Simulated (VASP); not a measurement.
Here is a VASP 6.6.1 calculation.

The input INCAR:

```
  ALGO = Normal
  EDIFF = 1E-6
  ENCUT = 500
  GGA = PE
  GGA_COMPAT = F
  ISIF = 2
  ISMEAR = -1
  LASPH = T
  LCHARG = F
  LREAL = F
  LWAVE = F
  NBANDS = 17
  NELM = 120
  PREC = Accurate
  SIGMA = 0.1
```

KPOINTS

```
k-points
0
Gamma
  6 6 6
```

POSCAR

```
PbS
1.0
    2.2757958336      1.3139313371      3.7184640600
   -2.2757958336      1.3139313371      3.7184640600
    0.0000000000     -2.6278626743      3.7184640600
Pb S
1 1
Direct
    0.9805657800      0.9805657800      0.9805657800
    0.4750355500      0.4750355500      0.4750355500
```

Potentials or basis: VASP PAW PBE potentials, release 64 (Pb_d, S).

The run is started by

```sh
$ cat potpaw_PBE.64/Pb_d/POTCAR potpaw_PBE.64/S/POTCAR > POTCAR
$ mpirun -np 1 vasp_std > vasp.out
```

Question: What does it give for the band gap on the k mesh?

Answer: 0.97 eV.

Question: Predict the largest force.

Answer: 0.082 eV/Å.

Question: What does it give for the pressure?

Answer: -7.0 GPa.

Forces in eV/Å, atoms in the order of the input:
```
Pb   0.000  0.000  0.082
S    0.000  0.000 -0.082
```

Caveat: the cell stands under tension; spin-orbit coupling is left out, which moves the levels of the heavy elements. A k mesh can miss the band edges.
